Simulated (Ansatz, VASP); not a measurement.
# Two plane-wave programs on Hf

```
CELL_PARAMETERS angstrom
2.47143 0.00000 0.00000
-1.23571 2.14032 0.00000
0.00000 0.00000 4.33151
ATOMIC_POSITIONS crystal
Hf 0.33333 0.66667 0.25000
Hf 0.66667 0.33333 0.75000
```

Change from the starting cell: volume scaled by 0.55, PAW files.

Alike in both runs: task single point; functional LDA; k mesh 15 × 15 × 8; occupations fermi-dirac, width 0.08 eV; no spin polarisation.

|  | VASP | Ansatz |
| --- | --- | --- |
| version | VASP 6.6.1 | Ansatz 0.2.0 |
| potentials or method | VASP PAW LDA potentials, release 64 (Hf_pv) | PAW with Ansatz's default frozen-core files, scalar-relativistic |
| plane-wave cutoff (eV) | 520 | 420 |
| valence electrons in the cell | 20 | 52 |

```csv
,VASP,Ansatz,Ansatz less VASP
pressure (GPa),198.2,200.5,+2.34
"traceless stress, the component that is largest in VASP (GPa)",0.07,0.13,+0.056
```

LDA's correlation is that of Perdew and Zunger in VASP and of Perdew and Wang (1992) in Ansatz. Both programs put the cell under a high pressure, so it lies far from rest at this level. VASP's potentials hold 20 valence electrons a cell and Ansatz's 52, so a difference there can come from the potentials and not from the codes.

Neither program's run includes spin-orbit coupling. Noted on VASP's run: the cell as given lies far from equilibrium.
